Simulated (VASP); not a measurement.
# SrO (Immm) in VASP: a series of runs, part 2 of 2

VASP 6.6.1. Earlier steps stand in the parts before.

### Step 3. Single point, PBE (strain +0.0250 x Voigt [0, 0, 0, 0, 0, 1])

File INCAR:

```
SYSTEM = SrO
PREC = Accurate ; ENCUT = 520
EDIFF = 1E-6 ; ISMEAR = 0
SIGMA = 0.05 ; LREAL = .False.
LASPH = .True. ; NELM = 100
ALGO = Normal ; ISIF = 2
LWAVE = .False. ; LCHARG = .True.
GGA = PE ; LELF = .True.
LVHAR = .True. ; NBANDS = 15
```

File KPOINTS:

```
regular mesh
0
Gamma
  8 8 8
  0 0 0
```

File POSCAR:

```
SrO
1.0
    0.0324673970      2.5973917585      2.5973917585
    2.5973917585      0.0324673970      2.5973917585
    2.6298591555      2.6298591555      0.0000000000
Sr O
1 1
Direct
    0.0000000000      0.0000000000      0.0000000000
    0.5000000000      0.5000000000      0.5000000000
```

Potentials or basis: VASP PAW PBE potentials, release 64 (Sr_sv, O).

Run with:

```
$ cat potpaw_PBE.64/Sr_sv/POTCAR potpaw_PBE.64/O/POTCAR > POTCAR
$ mpirun -np 1 vasp_std > vasp.out
```

OUTCAR:

```text
SYSTEM = SrO
   PREC = Accurate
   ENCUT = 520
   EDIFF = 1E-6
   ISMEAR = 0
   LREAL = .False.
   LASPH = .True.
   NELM = 100
   ISIF = 2
   GGA = PE

 ion  position               nearest neighbor table
   1  0.000  0.000  0.000-   2 2.60   2 2.60   2 2.60   2 2.60   2 2.60   2 2.60
   2  0.500  0.500  0.500-   1 2.60   1 2.60   1 2.60   1 2.60   1 2.60   1 2.60

  LATTYP: Found a body centered orthorhombic cell.
 ALAT       =     3.6273508185
 B/A-ratio  =     1.0253164557
 C/A-ratio  =     1.4321149999

  Lattice vectors:

 A1 = (   2.5973917585,   0.0324673970,  -2.5973917585)
 A2 = (  -2.5973917585,  -0.0324673970,  -2.5973917585)
 A3 = (   0.0324673970,   2.5973917585,   2.5973917585)

Analysis of symmetry for initial positions (statically):
=====================================================================
 Subroutine PRICEL returns:
 Original cell was already a primitive cell.

 Routine SETGRP: Setting up the symmetry group for a
 body centered orthorhombic supercell.

 Subroutine GETGRP returns: Found  8 space group operations
 (whereof  8 operations were pure point group operations)
 out of a pool of  8 trial point group operations.

The static configuration has the point symmetry D_2h.

Analysis of symmetry for dynamics (positions and initial velocities):
=====================================================================
 Subroutine PRICEL returns:
 Original cell was already a primitive cell.

 Routine SETGRP: Setting up the symmetry group for a
 body centered orthorhombic supercell.

 Subroutine GETGRP returns: Found  8 space group operations
 (whereof  8 operations were pure point group operations)
 out of a pool of  8 trial point group operations.

The dynamic configuration has the point symmetry D_2h.

 Subroutine INISYM returns: Found  8 space group operations
 (whereof  8 operations are pure point group operations),
 and found     1 'primitive' translations

----------------------------------------------------------------------------------------

                                     Primitive cell

  volume of cell :      35.0408

  direct lattice vectors                    reciprocal lattice vectors
     0.032467397  2.597391759  2.597391759    -0.194937522  0.194937522  0.192500803
     2.597391759  0.032467397  2.597391759     0.194937522 -0.194937522  0.192500803
     2.629859156  2.629859156  0.000000000     0.190124250  0.190124250 -0.192500803

  length of vectors
     3.673410136  3.673410136  3.719182485     0.336240739  0.336240739  0.330682658

  position of ions in fractional coordinates (direct lattice)
     0.000000000  0.000000000  0.000000000
     0.500000000  0.500000000  0.500000000

  ion indices of the primitive-cell ions
   primitive index   ion index
                 1           1
                 2           2

----------------------------------------------------------------------------------------

 KPOINTS: regular mesh

Automatic generation of k-mesh.
 Grid dimensions read from file:
 generate k-points for:    8    8    8

 Generating k-lattice:

[... 23 lines left out ...]
  0.125000  0.125000  0.000000      2.000000
[... 16 lines left out ...]
  0.125000 -0.000000  0.125000      4.000000
  0.250000 -0.000000  0.125000      8.000000
 [... further k-points ...]
   k-points           NKPTS =     95   k-points in BZ     NKDIM =     95   number of bands    NBANDS=     15
   number of dos      NEDOS =    301   number of ions     NIONS =      2
   total plane-waves  NPLWV =  21952
   dimension x,y,z NGX =    28 NGY =   28 NGZ =   28
   dimension x,y,z NGXF=    56 NGYF=   56 NGZF=   56
   ions per type =               1   1
   NGX,Y,Z   is equivalent  to a cutoff of  12.67, 12.67, 12.52 a.u.
   NGXF,Y,Z  is equivalent  to a cutoff of  25.34, 25.34, 25.03 a.u.
 SYSTEM =  SrO
   PREC   = accura    normal or accurate (medium, high low for compatibility)
   ISTART =      0    job   : 0-new  1-cont  2-samecut
   ICHARG =      2    charge: 1-file 2-atom 10-const
   ISPIN  =      1    spin polarized calculation?
   LNONCOLLINEAR =      F non collinear calculations
   LSORBIT =      F    spin-orbit coupling
   LASPH  =      T    aspherical Exc in radial PAW
   ENCUT  =  520.0 eV  38.22 Ry    6.18 a.u.   6.83  6.83  6.92*2*pi/ulx,y,z
   NELM   =    100;   NELMIN=  2; NELMDL= -5     # of ELM steps
   EDIFF  = 0.1E-05   stopping-criterion for ELM
   LREAL  =      F    real-space projection
   EDIFFG = 0.1E-04   stopping-criterion for IOM
   NSW    =      0    number of steps for IOM
   IBRION =     -1    ionic relax: 0-MD 1-quasi-New 2-CG
   NFREE  =      0    steps in history (QN), initial steepest desc. (CG)
   ISIF   =      2    stress and relaxation
   ISYM   =      2    0-nonsym 1-usesym 2-fastsym
   POTIM  = 0.5000    time-step for ionic-motion
   TEBEG  =    0.0;   TEEND  =   0.0 temperature during run
   PSTRESS=    0.0 pullay stress
   NELECT =      16.0000    total number of electrons
   NUPDOWN=      -1.0000    fix difference up-down
   EMIN   =  10.00;   EMAX   =-10.00  energy-range for DOS
   EFERMI =   0.00;   METHOD = LEGACY
   ISMEAR =     0;   SIGMA  =   0.05  broadening in eV -4-tet -1-fermi 0-gaus
   EFERMI_NEDOS =   21; number of points for ismear=-14 and -15
   IALGO  =     38    algorithm
   IMIX   =      4    mixing-type and parameters
     AMIX     =   0.40;   BMIX     =  1.00
     AMIX_MAG =   1.60;   BMIX_MAG =  1.00
  volume/ion in A,a.u.               =      17.52       118.23
  Fermi-wavevector in a.u.,A,eV,Ry     =   1.260637  2.382258 21.622450  1.589205
  Thomas-Fermi vector in A             =   2.394136
   LORBIT       =      0    0 simple, 1 ext, 2 COOP (PROOUT), +10 PAW based schemes
   GGA     = PE    functional components
   LHFCALC =     F    Hartree Fock is set to
   AEXX    =    0.0000 exact exchange contribution
   IVDW    =     0    specifies the selected vdW correction
   LEPSILON=     F    determine dielectric tensor
   LRPA    =     F    only Hartree local field effects (RPA)
 non-spin polarized calculation
 Gauss-broadening in eV      SIGMA  =   0.05
  energy-cutoff  :      520.00
  volume of cell :       35.04
 maximum number of plane-waves:       959
   NGX = 13   NGY = 13   NGZ = 13

 number of electron      16.0000000 magnetization

 Free energy of the ion-electron system (eV)
  ---------------------------------------------------
  ext. energy  EPLUGINS =         0.00000000
  ---------------------------------------------------
  free energy    TOTEN  =       -12.05092104 eV

  energy without entropy =      -12.05092104  energy(sigma->0) =      -12.05092104

 E-fermi :   1.8935     XC(G=0):  -9.8837

 val. band max:        1.5524482419   @ k =   0.0000   0.0000   0.0000
 cond. band min:       4.8004431593   @ k =   0.5000   0.5000   0.0000
 fundamental gap:      3.2479949174
 Fermi energy:         1.8934754252

 k-point     1 :       0.0000    0.0000    0.0000
  band No.  band energies     occupation
      1     -30.9788      2.00000
      2     -13.5286      2.00000
      3     -12.6507      2.00000
      4     -12.6467      2.00000
      5     -12.6411      2.00000
      6       1.4976      2.00000
      7       1.5227      2.00000
      8       1.5524      2.00000
      9       5.2869      0.00000
     10       7.5153      0.00000
     11       7.6601      0.00000
     12       7.8153      0.00000
     13       9.7681      0.00000
     14       9.7691      0.00000
[... 401 lines left out ...]
      2     -14.2960      2.00000
      3     -12.7458      2.00000
      4     -12.7189      2.00000
      5     -12.0045      2.00000
      6       0.3007      2.00000
      7       1.1338      2.00000
      8       1.2426      2.00000
      9       6.7185      0.00000
     10       7.0778      0.00000
     11       8.9187      0.00000
     12       9.1433      0.00000
     13      10.5420      0.00000
     14      11.3280      0.00000
     15      17.0695      0.00000

 [... further k-points ...]

------------------------ aborting loop because EDIFF is reached ----------------------------------------

  FORCE on cell =-STRESS in cart. coord.  units (eV):
  Direction    XX          YY          ZZ          XY          YZ          ZX
  --------------------------------------------------------------------------------------
  -------------------------------------------------------------------------------------
  Total        0.1153968      0.1153968      0.1059552     -0.2970272      0.0000000      0.0000000
  in kB        5.2763057      5.2763057      4.8446057    -13.5810186      0.0000000      0.0000000
  external PRESSURE =       5.1324057 kB  Pullay stress =       0.0000000 kB

 VOLUME and BASIS-vectors are now :
 -----------------------------------------------------------------------------
  energy-cutoff  :      520.00
  volume of cell :       35.04
      direct lattice vectors                 reciprocal lattice vectors
     0.032467397  2.597391759  2.597391759    -0.194937522  0.194937522  0.192500803
     2.597391759  0.032467397  2.597391759     0.194937522 -0.194937522  0.192500803
     2.629859156  2.629859156  0.000000000     0.190124250  0.190124250 -0.192500803

 POSITION                                       TOTAL-FORCE (eV/Angst)
 -----------------------------------------------------------------------------------
      0.00000      0.00000      0.00000         0.000000      0.000000      0.000000
      2.62986      2.62986      2.59739        -0.000000     -0.000000     -0.000000
 -----------------------------------------------------------------------------------
    total drift:                                0.000000      0.000000      0.000000

  FREE ENERGIE OF THE ION-ELECTRON SYSTEM (eV)
  ---------------------------------------------------
  free  energy   TOTEN  =       -12.0509210390 eV

  energy  without entropy=      -12.0509210390  energy(sigma->0) =      -12.05092104
```

OSZICAR:

```text
N       E                     dE             d eps       ncg     rms          rms(c)
DAV:   1     0.680256082084E+02    0.68026E+02   -0.84258E+03  2850   0.103E+03
DAV:   2    -0.110009587215E+02   -0.79027E+02   -0.72384E+02  3927   0.220E+02
DAV:   3    -0.141826039608E+02   -0.31816E+01   -0.31657E+01  3769   0.396E+01
DAV:   4    -0.142484183660E+02   -0.65814E-01   -0.65806E-01  3604   0.553E+00
DAV:   5    -0.142500069674E+02   -0.15886E-02   -0.15886E-02  3693   0.680E-01    0.156E+01
DAV:   6    -0.122100162793E+02    0.20400E+01   -0.67925E+00  2927   0.193E+01    0.183E+01
DAV:   7    -0.120600556394E+02    0.14996E+00   -0.31902E-01  3340   0.495E+00    0.106E+01
DAV:   8    -0.120491356349E+02    0.10920E-01   -0.12213E-01  3676   0.351E+00    0.378E-01
DAV:   9    -0.120502937578E+02   -0.11581E-02   -0.61458E-03  3490   0.499E-01    0.234E-01
DAV:  10    -0.120507445750E+02   -0.45082E-03   -0.44161E-04  3123   0.199E-01    0.906E-02
DAV:  11    -0.120509021220E+02   -0.15755E-03   -0.16348E-04  3074   0.943E-02    0.277E-02
DAV:  12    -0.120509211927E+02   -0.19071E-04   -0.27870E-05  3032   0.384E-02    0.227E-02
DAV:  13    -0.120509210390E+02    0.15371E-06   -0.16510E-06  3352   0.113E-02
   1 F= -.12050921E+02 E0= -.12050921E+02  d E =-.345077E-24
```

stdout:

```text
POSCAR found type information on POSCAR SrO
 POSCAR found :  2 types and       2 ions
 scaLAPACK will be used
 LDA part: xc-table for (Slater+PW92), standard interpolation
 POSCAR, INCAR and KPOINTS ok, starting setup
 FFT: planning ... GRIDC
 FFT: planning ... GRID_SOFT
 FFT: planning ... GRID
 WAVECAR not read
 entering main loop
```

Run time: 80 s. Hardware: 1 thread of AMD EPYC 7R13, shared host; peak memory 0.16 GiB.

Results:

```yaml
Free_energy: -12.0509 eV
Pressure: 0.5 GPa
Band_gap_on_the_k_mesh: 3.25 eV, indirect (least direct gap 3.35 eV)
```

Levels at points of the mesh, in eV from the valence-band top:
| k point | band 5 | band 6 | band 7 | band 8 | band 9 | band 10 | band 11 | band 12 |
| --- | --- | --- | --- | --- | --- | --- | --- | --- |
| (0.00, 0.00, 0.00) | -14.19 | -0.05 | -0.03 | 0.00 | 3.73 | 5.96 | 6.11 | 6.26 |
| (0.50, 0.00, 0.00) | -13.04 | -2.14 | -1.18 | -1.10 | 6.41 | 8.20 | 8.58 | 8.82 |
| (0.50, 0.50, 0.00) | -14.51 | -0.51 | -0.17 | -0.10 | 3.25 | 7.54 | 9.95 | 10.08 |
| (0.00, 0.00, 0.50) | -12.99 | -2.14 | -1.11 | -1.03 | 6.35 | 8.17 | 8.47 | 8.70 |
| (0.50, 0.00, 0.50) | -14.53 | -0.51 | -0.14 | -0.14 | 3.25 | 7.53 | 9.93 | 10.08 |

Caveat: the cell differs from its parent crystal (strain +0.0250 x Voigt [0, 0, 0, 0, 0, 1]). A k mesh can miss the band edges.
